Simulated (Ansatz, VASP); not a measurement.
This is a calculation of SrO for Ansatz 0.2.0.

input.yaml

```yaml
crystal:
  lattice: { a: 5.06323204, b: 5.06323204, c: 5.06323204, alpha: 90.0, beta: 90.0, gamma: 90.0 }
  space_group: 225
  reduce_to_primitive: true
  atoms:
    - { symbol: Sr, wyckoff: "4b", position: [0.5, 0.0, 0.0] }
    - { symbol: O, wyckoff: "4a", position: [0.0, 0.0, 0.0] }
hamiltonian:
  xc: r2scan
  pseudopotentials: { kind: paw, source: ansatz }
kpoints:
  mp_grid: { grid: [9, 9, 9] }
scf:
  occupations: { method: tetrahedron }
output:
  forces: true
  stress: true
```

Potentials or basis: Ansatz PAW earlier set.

Run with:

```bash
$ ansatz run input.yaml --threads 1 --pin off --max-ram 2560MiB --backend cpu --events-out ev --progress --plain --runs-dir out
```

Set up the same calculation for VASP 6.6.1. Potentials there: VASP PAW PBE potentials, release 64 (Sr_sv, O).

As run (the cutoff follows the program's own potentials):

The input POSCAR:

```
SrO
1.0
    0.0000000000      2.5316160200      2.5316160200
    2.5316160200      0.0000000000      2.5316160200
    2.5316160200      2.5316160200      0.0000000000
Sr O
1 1
Direct
    0.5000000000      0.5000000000      0.5000000000
    0.0000000000      0.0000000000      0.0000000000
```

Contents of INCAR.step1:

```
ALGO = Normal
EDIFF = 1E-5
ENCUT = 660
GGA = PE
GGA_COMPAT = F
ISMEAR = -5
LASPH = T
LCHARG = F
LREAL = F
LWAVE = T
NBANDS = 15
NELM = 120
PREC = Accurate
SIGMA = 0.05
```

The input INCAR.step2:

```
ALGO = Normal
EDIFF = 1E-6
ENCUT = 660
GGA_COMPAT = F
ISIF = 2
ISMEAR = -5
ISTART = 1
LASPH = T
LCHARG = F
LMIXTAU = T
LREAL = F
LWAVE = F
METAGGA = R2SCAN
NBANDS = 15
NELM = 120
PREC = Accurate
SIGMA = 0.05
```

KPOINTS

```
k-points
0
Gamma
  9 9 9
```

Potentials or basis: VASP PAW PBE potentials, release 64 (Sr_sv, O).

Command:

```console
$ cat potpaw_PBE.64/Sr_sv/POTCAR potpaw_PBE.64/O/POTCAR > POTCAR
$ cp INCAR.step1 INCAR
$ mpirun -np 1 vasp_std > vasp.out
$ cp INCAR.step2 INCAR
$ mpirun -np 1 vasp_std > vasp.out
```

Both were run:

|  | VASP | Ansatz | Ansatz less VASP |
| --- | --- | --- | --- |
| gap on the k mesh at the Fermi level (eV) | 3.78 | 3.83 | +0.054 |
| least direct gap on the mesh (eV) | 3.84 | 3.88 | +0.040 |
| pressure (GPa) | 6.6 | 6.0 | -0.58 |

VASP's potentials were made for PBE, not for r2SCAN. With one functional, cell and mesh, what is left measures potentials, basis and numerics.

Noted on Ansatz's run: odd divisions of the mesh miss points on the zone boundary, where band edges often lie, so the gap on the mesh can be too wide.
